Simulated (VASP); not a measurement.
Input of a VASP 6.6.1 run:

File INCAR:

```
  PREC = Accurate
  ENCUT = 600
  EDIFF = 1E-7
  ISMEAR = -1
  SIGMA = 0.05
  LREAL = F
  LASPH = T
  NELM = 80
  ALGO = Normal
  ISIF = 3
  LWAVE = F
  LCHARG = F
  GGA = PS
  IBRION = 2
  NSW = 80
  EDIFFG = -0.005
```

The input KPOINTS:

```
Automatic mesh
0
Gamma
  9 9 9
```

POSCAR

```
Pb
1.0
   -1.9796595667      1.9796595667      1.9796595667
    1.9796595667     -1.9796595667      1.9796595667
    1.9796595667      1.9796595667     -1.9796595667
Pb
1
Direct
    0.0000000000      0.0000000000      0.0000000000
```

Potentials or basis: VASP PAW PBE potentials, release 64 (Pb_d).

Command:

```console
$ cat potpaw_PBE.64/Pb_d/POTCAR > POTCAR
$ mpirun -np 1 vasp_std > vasp.out
```

Task: Estimate the relaxed volume.

Result: 29.66 Å³/atom.

Task: Predict the band gap on the k mesh.

Result: Zero (band 7 reaches 15.19 eV, above the bottom of band 8 at 5.21 eV).

Task: What does it give for the space group after relaxing (to 0.05 Å)?

Result: Im-3m (No. 229).

Task: Predict the relaxed cell.

Result: a = 3.377 Å, b = 3.377 Å, c = 3.377 Å, α = 109.47°, β = 109.47°, γ = 109.47°.

Step by step:
| step | energy change (eV) | largest force (eV/Å) | pressure (GPa) | volume (Å³) |
| --- | --- | --- | --- | --- |
| 1 | 0.0000 | 0.0000 | -1.96 | 31.03 |
| 2 | -0.0084 | 0.0000 | 0.51 | 29.36 |
| 3 | -0.0088 | 0.0000 | 0.00 | 29.66 |

Caveat: the PAW data sets were made with another functional, which shifts forces and pressure a little; spin-orbit coupling is left out, which moves the levels of the heavy elements.
